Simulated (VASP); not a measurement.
Runs of VASP 6.6.1 on BN. The structure is that of space group R3m (No. 160), or close to it. The cells are those of the table. 

```csv
cell,gap on the mesh (eV),pressure (GPa),largest force (eV/Å)
"a = 2.556, b = 2.556, c = 2.779 Å, angles 62.6, 62.6, 60.0°, 2 atoms",(c),-28.9,1.01
"a = 2.770, b = 2.770, c = 2.565 Å, angles 57.3, 57.3, 60.0°, 2 atoms",4.02,-28.2,0.22
"a = 2.737, b = 2.737, c = 2.534 Å, angles 57.3, 57.3, 60.0°, 2 atoms",4.07,-18.4,(a)
"a = 2.526, b = 2.526, c = 2.746 Å, angles 62.6, 62.6, 60.0°, 2 atoms",(b),-19.1,0.83
```

Alike in all rows: task single point; level PBE; potentials or basis VASP PAW PBE potentials, release 64 (B, N); no spin polarisation; k mesh 12 × 12 × 12; cutoff (eV) 600; smearing gaussian 0.05 eV.

**Question.** Estimate the missing entries.

**Answer.** (a) 0.46; (b) 3.84; (c) 3.82.

Caveats: forces of over 1 eV/Å act on the atoms, so gaps and moduli don't describe the material at rest (some runs).

A k mesh can miss the band edges.
